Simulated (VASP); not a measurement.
The system is AlCo (f.blda).

```
Co Al
1.0
     2.82000    0.00000    0.00000
     0.00000    2.82000    0.00000
     0.00000    0.00000    2.82000
Co Al
1 1
Direct
  0.00000 0.00000 0.00000
  0.50000 0.50000 0.50000
```

```yaml
Program: VASP 6.6.1
Task: relaxation of cell and atoms
Functional: LDA
Potentials_or_basis: VASP PAW LDA potentials, release 64 (Co, Al)
Cutoff: 600 eV
k_mesh: 14 × 14 × 14
Occupations: gaussian, width 0.1 eV
Spin: no spin polarisation
```

At the start: pressure -5.2 GPa; volume 11.21 Å³/atom.

Where does the relaxation end?

Over 3 steps the energy falls by 5.0 meV/atom and the volume is 10.92 Å³/atom (-2.6 %); space group Pm-3m (No. 221, to 0.05 Å).

The path:
| step | energy change (eV) | largest force (eV/Å) | pressure (GPa) | volume (Å³) |
| --- | --- | --- | --- | --- |
| 1 | 0.0000 | 0.0000 | -5.25 | 22.43 |
| 2 | 0.0005 | 0.0000 | 5.92 | 21.25 |
| 3 | -0.0099 | 0.0000 | -0.02 | 21.84 |

Final structure:
```xyz
2
Lattice="2.7951 0.0000 0.0000 0.0000 2.7951 0.0000 0.0000 0.0000 2.7951" Properties=species:S:1:pos:R:3 pbc="T T T"
Co    0.0000    0.0000    0.0000
Al    1.3975    1.3975    1.3975
```
